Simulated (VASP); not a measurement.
# YNb (F-43m) in VASP: a series of runs

The runs below take YNb through single point, relaxation of cell and atoms, with PBE.

Everything below comes from runs of VASP 6.6.1. Logs are shortened: lines on timing, memory, paths and dates and some standing lists are left out, and cuts for length are marked.

## (1) The cell of the first run

It takes space group F-43m (No. 216, cubic). The conventional cell has a = 6.354 Å, b = 6.354 Å, c = 6.354 Å, α = 90.00°, β = 90.00°, γ = 90.00°. Within 3.6 Å of Y (site symmetry -43m) lie 4 Nb at 2.75 Å. Nb (site symmetry -43m) has 4 Y at 2.75 Å within 3.6 Å.

## (2) Single point, PBE

The input, INCAR:

```
SYSTEM = YNb
PREC = Accurate
ENCUT = 520
EDIFF = 1E-6
ISMEAR = 0
SIGMA = 0.1
LREAL = .FALSE.
LASPH = .TRUE.
NELM = 80
ALGO = Fast
ISIF = 2
LWAVE = .FALSE.
LCHARG = .FALSE.
GGA = PE
NBANDS = 19
```

The input, KPOINTS:

```
regular mesh
0
G
  16 16 16
  0 0 0
```

The input, POSCAR:

```
YNb
1.0
    0.0000000000      3.1767673620      3.1767673620
    3.1767673620      0.0000000000      3.1767673620
    3.1767673620      3.1767673620      0.0000000000
Y Nb
1 1
Direct
    0.0000000000      0.0000000000      0.0000000000
    0.2500000000      0.2500000000      0.2500000000
```

Potentials or basis: VASP PAW PBE potentials, release 64 (Y_sv, Nb_sv).

Command:

```console
> cat potpaw_PBE.64/Y_sv/POTCAR potpaw_PBE.64/Nb_sv/POTCAR > POTCAR
> mpirun -np 1 vasp_std > vasp.out
```

OUTCAR:

```text
SYSTEM = YNb
   PREC = Accurate
   ENCUT = 520
   EDIFF = 1E-6
   ISMEAR = 0
   LREAL = .FALSE.
   LASPH = .TRUE.
   NELM = 80
   ISIF = 2
   GGA = PE

 ion  position               nearest neighbor table
   1  0.000  0.000  0.000-   2 2.75   2 2.75   2 2.75   2 2.75
   2  0.250  0.250  0.250-   1 2.75   1 2.75   1 2.75   1 2.75

  LATTYP: Found a face centered cubic cell.
 ALAT       =     6.3535347240

  Lattice vectors:

 A1 = (   0.0000000000,   3.1767673620,   3.1767673620)
 A2 = (   3.1767673620,   0.0000000000,   3.1767673620)
 A3 = (   3.1767673620,   3.1767673620,   0.0000000000)

Analysis of symmetry for initial positions (statically):
=====================================================================
 Subroutine PRICEL returns:
 Original cell was already a primitive cell.

 Routine SETGRP: Setting up the symmetry group for a
 face centered cubic supercell.

 Subroutine GETGRP returns: Found 24 space group operations
 (whereof 24 operations were pure point group operations)
 out of a pool of 48 trial point group operations.

The static configuration has the point symmetry T_d .

Analysis of symmetry for dynamics (positions and initial velocities):
=====================================================================
 Subroutine PRICEL returns:
 Original cell was already a primitive cell.

 Routine SETGRP: Setting up the symmetry group for a
 face centered cubic supercell.

 Subroutine GETGRP returns: Found 24 space group operations
 (whereof 24 operations were pure point group operations)
 out of a pool of 48 trial point group operations.

The dynamic configuration has the point symmetry T_d .

 Subroutine INISYM returns: Found 24 space group operations
 (whereof 24 operations are pure point group operations),
 and found     1 'primitive' translations

----------------------------------------------------------------------------------------

                                     Primitive cell

  volume of cell :      64.1189

  direct lattice vectors                    reciprocal lattice vectors
     0.000000000  3.176767362  3.176767362    -0.157392702  0.157392702  0.157392702
     3.176767362  0.000000000  3.176767362     0.157392702 -0.157392702  0.157392702
     3.176767362  3.176767362  0.000000000     0.157392702  0.157392702 -0.157392702

  length of vectors
     4.492627488  4.492627488  4.492627488     0.272612157  0.272612157  0.272612157

  position of ions in fractional coordinates (direct lattice)
     0.000000000  0.000000000  0.000000000
     0.250000000  0.250000000  0.250000000

  ion indices of the primitive-cell ions
   primitive index   ion index
                 1           1
                 2           2

----------------------------------------------------------------------------------------

 KPOINTS: regular mesh

Automatic generation of k-mesh.
 Grid dimensions read from file:
 generate k-points for:   16   16   16

 Generating k-lattice:

  Cartesian coordinates                     Fractional coordinates (reciprocal lattice)
    -0.009837044  0.009837044  0.009837044     0.062500000  0.000000000  0.000000000
     0.009837044 -0.009837044  0.009837044     0.000000000  0.062500000  0.000000000
     0.009837044  0.009837044 -0.009837044     0.000000000  0.000000000  0.062500000

  Length of vectors
     0.017038260  0.017038260  0.017038260

  Shift w.r.t. Gamma in fractional coordinates (k-lattice)
     0.000000000  0.000000000  0.000000000

 Subroutine IBZKPT returns following result:
 ===========================================

 Found    145 irreducible k-points:

 Following reciprocal coordinates:
            Coordinates               Weight
  0.000000  0.000000  0.000000      1.000000
  0.062500  0.000000  0.000000      8.000000
  0.125000  0.000000  0.000000      8.000000
  0.187500  0.000000  0.000000      8.000000
  0.250000  0.000000  0.000000      8.000000
  0.312500  0.000000  0.000000      8.000000
[... 16 lines left out ...]
 -0.125000  0.062500  0.000000     24.000000
 -0.062500  0.062500  0.000000     12.000000
 [... further k-points ...]
   k-points           NKPTS =    145   k-points in BZ     NKDIM =    145   number of bands    NBANDS=     19
   number of dos      NEDOS =    301   number of ions     NIONS =      2
   total plane-waves  NPLWV =  46656
   dimension x,y,z NGX =    36 NGY =   36 NGZ =   36
   dimension x,y,z NGXF=    72 NGYF=   72 NGZF=   72
   ions per type =               1   1
   NGX,Y,Z   is equivalent  to a cutoff of  13.32, 13.32, 13.32 a.u.
   NGXF,Y,Z  is equivalent  to a cutoff of  26.64, 26.64, 26.64 a.u.
 SYSTEM =  YNb
   PREC   = accura    normal or accurate (medium, high low for compatibility)
   ISTART =      0    job   : 0-new  1-cont  2-samecut
   ICHARG =      2    charge: 1-file 2-atom 10-const
   ISPIN  =      1    spin polarized calculation?
   LNONCOLLINEAR =      F non collinear calculations
   LSORBIT =      F    spin-orbit coupling
   LASPH  =      T    aspherical Exc in radial PAW
   ENCUT  =  520.0 eV  38.22 Ry    6.18 a.u.   8.35  8.35  8.35*2*pi/ulx,y,z
   NELM   =     80;   NELMIN=  2; NELMDL= -5     # of ELM steps
   EDIFF  = 0.1E-05   stopping-criterion for ELM
   LREAL  =      F    real-space projection
[... 7 lines left out ...]
   TEBEG  =    0.0;   TEEND  =   0.0 temperature during run
   PSTRESS=    0.0 pullay stress
   NELECT =      24.0000    total number of electrons
   NUPDOWN=      -1.0000    fix difference up-down
   EMIN   =  10.00;   EMAX   =-10.00  energy-range for DOS
   EFERMI =   0.00;   METHOD = LEGACY
   ISMEAR =     0;   SIGMA  =   0.10  broadening in eV -4-tet -1-fermi 0-gaus
   EFERMI_NEDOS =   21; number of points for ismear=-14 and -15
   IALGO  =     68    algorithm
   IMIX   =      4    mixing-type and parameters
     AMIX     =   0.40;   BMIX     =  1.00
     AMIX_MAG =   1.60;   BMIX_MAG =  1.00
  volume/ion in A,a.u.               =      32.06       216.35
  Fermi-wavevector in a.u.,A,eV,Ry     =   1.179822  2.229540 18.939038  1.391980
  Thomas-Fermi vector in A             =   2.316126
   LORBIT       =      0    0 simple, 1 ext, 2 COOP (PROOUT), +10 PAW based schemes
   GGA     = PE    functional components
   LHFCALC =     F    Hartree Fock is set to
   AEXX    =    0.0000 exact exchange contribution
   IVDW    =     0    specifies the selected vdW correction
   LEPSILON=     F    determine dielectric tensor
   LRPA    =     F    only Hartree local field effects (RPA)
 non-spin polarized calculation
 RMM-DIIS sequential band-by-band and
 Gauss-broadening in eV      SIGMA  =   0.10
  energy-cutoff  :      520.00
  volume of cell :       64.12
 maximum number of plane-waves:      1759
 NGX is ok and might be reduce to    36
   NGX = 17   NGY = 17   NGZ = 17

 number of electron      24.0000001 magnetization

 Free energy of the ion-electron system (eV)
  ---------------------------------------------------
  ext. energy  EPLUGINS =         0.00000000
  ---------------------------------------------------
  free energy    TOTEN  =       -11.26670730 eV

  energy without entropy =      -11.23628407  energy(sigma->0) =      -11.25149568

 E-fermi :   3.6203     XC(G=0):  -9.3311

 val. band max:        3.6185918268   @ k =   0.0625   0.0000   0.0000
 cond. band min:       3.6239709380   @ k =   0.5000   0.1250   0.0625
 fundamental gap:      0.0053791112
 Fermi energy:         3.6203416051

 k-point     1 :       0.0000    0.0000    0.0000
  band No.  band energies     occupation
      1     -50.9838      2.00000
      2     -38.4889      2.00000
      3     -27.1568      2.00000
      4     -27.1568      2.00000
      5     -27.1568      2.00000
      6     -18.5712      2.00000
[... 11 lines left out ...]
     18       9.3174      0.00000
     19       9.3175      0.00000

 k-point     2 :       0.0625    0.0000    0.0000
  band No.  band energies     occupation
      1     -50.9837      2.00000
      2     -38.4893      2.00000
      3     -27.1571      2.00000
      4     -27.1571      2.00000
      5     -27.1564      2.00000
      6     -18.5722      2.00000
[... 11 lines left out ...]
     18       9.2988      0.00000
     19       9.2989      0.00000

 k-point     3 :       0.1250    0.0000    0.0000
  band No.  band energies     occupation
      1     -50.9834      2.00000
      2     -38.4903      2.00000
      3     -27.1581      2.00000
      4     -27.1581      2.00000
      5     -27.1553      2.00000
      6     -18.5752      2.00000
[... 11 lines left out ...]
     18       9.2454      0.00000
     19       9.2455      0.00000

 k-point     4 :       0.1875    0.0000    0.0000
  band No.  band energies     occupation
      1     -50.9831      2.00000
      2     -38.4919      2.00000
      3     -27.1595      2.00000
      4     -27.1595      2.00000
      5     -27.1537      2.00000
      6     -18.5795      2.00000
[... 11 lines left out ...]
     18       9.1630      0.00000
     19       9.1630      0.00000

 k-point     5 :       0.2500    0.0000    0.0000
  band No.  band energies     occupation
      1     -50.9826      2.00000
      2     -38.4939      2.00000
      3     -27.1611      2.00000
      4     -27.1611      2.00000
      5     -27.1518      2.00000
      6     -18.5844      2.00000
[... 11 lines left out ...]
     18       9.0560      0.00000
     19       9.0561      0.00000
[... 334 lines left out ...]
      2     -38.4947      2.00000
      3     -27.1641      2.00000
      4     -27.1613      2.00000
      5     -27.1494      2.00000
      6     -18.5872      2.00000
[... 11 lines left out ...]
     18       8.7779      0.00000
     19       9.1916      0.00000

 k-point    22 :      -0.1875    0.0625    0.0000
  band No.  band energies     occupation
      1     -50.9829      2.00000
      2     -38.4928      2.00000
      3     -27.1621      2.00000
      4     -27.1596      2.00000
      5     -27.1516      2.00000
      6     -18.5825      2.00000
[... 11 lines left out ...]
     18       8.9347      0.00000
     19       9.2697      0.00000

 k-point    23 :      -0.1250    0.0625    0.0000
  band No.  band energies     occupation
      1     -50.9833      2.00000
      2     -38.4911      2.00000
      3     -27.1601      2.00000
      4     -27.1583      2.00000
      5     -27.1537      2.00000
      6     -18.5780      2.00000
[... 11 lines left out ...]
     18       9.0809      0.00000
     19       9.3139      0.00000

 k-point    24 :      -0.0625    0.0625    0.0000
  band No.  band energies     occupation
      1     -50.9835      2.00000
      2     -38.4899      2.00000
      3     -27.1583      2.00000
      4     -27.1574      2.00000
      5     -27.1554      2.00000
      6     -18.5744      2.00000
[... 11 lines left out ...]
     18       9.2070      0.00000
     19       9.3246      0.00000

 [... further k-points ...]
[... 5 lines left out ...]
  --------------------------------------------------------------------------------------
  -------------------------------------------------------------------------------------
  Total       -0.0208157     -0.0208157     -0.0208157      0.0000000     -0.0000000      0.0000000
  in kB       -0.5201345     -0.5201345     -0.5201345      0.0000000     -0.0000000      0.0000000
  external PRESSURE =      -0.5201345 kB  Pullay stress =       0.0000000 kB

 VOLUME and BASIS-vectors are now :
 -----------------------------------------------------------------------------
  energy-cutoff  :      520.00
  volume of cell :       64.12
      direct lattice vectors                 reciprocal lattice vectors
     0.000000000  3.176767362  3.176767362    -0.157392702  0.157392702  0.157392702
     3.176767362  0.000000000  3.176767362     0.157392702 -0.157392702  0.157392702
     3.176767362  3.176767362  0.000000000     0.157392702  0.157392702 -0.157392702

 POSITION                                       TOTAL-FORCE (eV/Angst)
 -----------------------------------------------------------------------------------
      0.00000      0.00000      0.00000         0.000000      0.000000      0.000000
      1.58838      1.58838      1.58838        -0.000000     -0.000000     -0.000000
 -----------------------------------------------------------------------------------
    total drift:                               -0.000000     -0.000000     -0.000000

  FREE ENERGIE OF THE ION-ELECTRON SYSTEM (eV)
  ---------------------------------------------------
  free  energy   TOTEN  =       -11.2667072969 eV

  energy  without entropy=      -11.2362840726  energy(sigma->0) =      -11.25149568
```

Run time: 2.7 min. Hardware: 1 thread of Intel Xeon 6975P-C (Granite Rapids), shared host; peak memory 0.38 GiB.

What came out:

* Free energy: -11.2667 eV
* Pressure: -0.1 GPa
* Band gap on the k mesh: zero (bands 12 and 13 overlap by 0.20 eV)

Levels at points of the mesh, in eV from the Fermi level:
| k point | band 8 | band 9 | band 10 | band 11 | band 12 | band 13 | band 14 | band 15 | band 16 | band 17 |
| --- | --- | --- | --- | --- | --- | --- | --- | --- | --- | --- |
| (0.00, 0.00, 0.00) | -22.19 | -3.87 | -0.72 | -0.72 | 0.01 | 0.01 | 0.01 | 2.37 | 2.37 | 2.37 |
| (0.50, 0.00, 0.00) | -22.17 | -1.55 | -0.91 | -0.63 | -0.63 | -0.11 | -0.11 | 0.74 | 3.30 | 3.30 |
| (0.50, 0.50, 0.00) | -22.15 | -1.59 | -1.57 | -0.05 | -0.05 | 0.38 | 0.40 | 0.78 | 3.13 | 4.42 |

## (3) Relaxation of cell and atoms, PBE

This run uses another cell than the first one, of 31.91 Å³/atom.

The input, INCAR:

```
SYSTEM = YNb
PREC = Accurate ; ENCUT = 600
EDIFF = 1E-6 ; ISMEAR = 0
SIGMA = 0.1 ; LREAL = .False.
LASPH = .True. ; NELM = 60
ALGO = Fast ; ISIF = 3
LWAVE = .False. ; LCHARG = .False.
GGA = PE ; IBRION = 2
NSW = 100 ; EDIFFG = -0.01
```

The input, KPOINTS:

```
Automatic mesh
0
Gamma
  16 16 16
  0 0 0
```

The input, POSCAR:

```
YNb
1.0
    0.0000000000      3.1718947628      3.1718947628
    3.1718947628      0.0000000000      3.1718947628
    3.1718947628      3.1718947628      0.0000000000
Y Nb
1 1
Direct
    0.0000000000      0.0000000000      0.0000000000
    0.2500000000      0.2500000000      0.2500000000
```

Potentials or basis: VASP PAW PBE potentials, release 64 (Y_sv, Nb_sv).

Command:

```console
> cat potpaw_PBE.64/Y_sv/POTCAR potpaw_PBE.64/Nb_sv/POTCAR > POTCAR
> mpirun -np 1 vasp_std > vasp.out
```

It took 3.8 min on 1 thread of Intel Xeon 6975P-C (Granite Rapids), shared host; peak memory 0.4 GiB.

It converged, with:

```
Free energy                           : -11.2668 eV
Relaxed volume                        : 32.03 Å³/atom
Relaxed cell                          : a = 4.491 Å, b = 4.491 Å, c = 4.491 Å, α = 60.00°, β = 60.00°, γ = 60.00°
Space group after relaxing (to 0.1 Å) : F-43m (No. 216)
Energy gained by relaxing             : 0.0 meV/atom
Ionic steps                           : 2
Pressure after relaxing               : 0.0 GPa
Band gap on the k mesh                : zero (bands 12 and 13 overlap by 0.20 eV)
```

Final structure:
```
Y Nb
1.0
     0.00000    3.17565    3.17565
     3.17565    0.00000    3.17565
     3.17565    3.17565    0.00000
Y Nb
1 1
Cartesian
  0.0000 0.0000 0.0000
  1.5878 1.5878 1.5878
```

Levels at points of the mesh, in eV from the Fermi level:
| k point | band 8 | band 9 | band 10 | band 11 | band 12 | band 13 | band 14 | band 15 | band 16 |
| --- | --- | --- | --- | --- | --- | --- | --- | --- | --- |
| (0.00, 0.00, 0.00) | -22.19 | -3.87 | -0.73 | -0.73 | 0.01 | 0.01 | 0.01 | 2.38 | 2.38 |
| (0.50, 0.00, 0.00) | -22.17 | -1.55 | -0.91 | -0.63 | -0.63 | -0.12 | -0.12 | 0.74 | 3.30 |
| (0.50, 0.50, 0.00) | -22.15 | -1.60 | -1.57 | -0.05 | -0.05 | 0.38 | 0.40 | 0.78 | 3.14 |
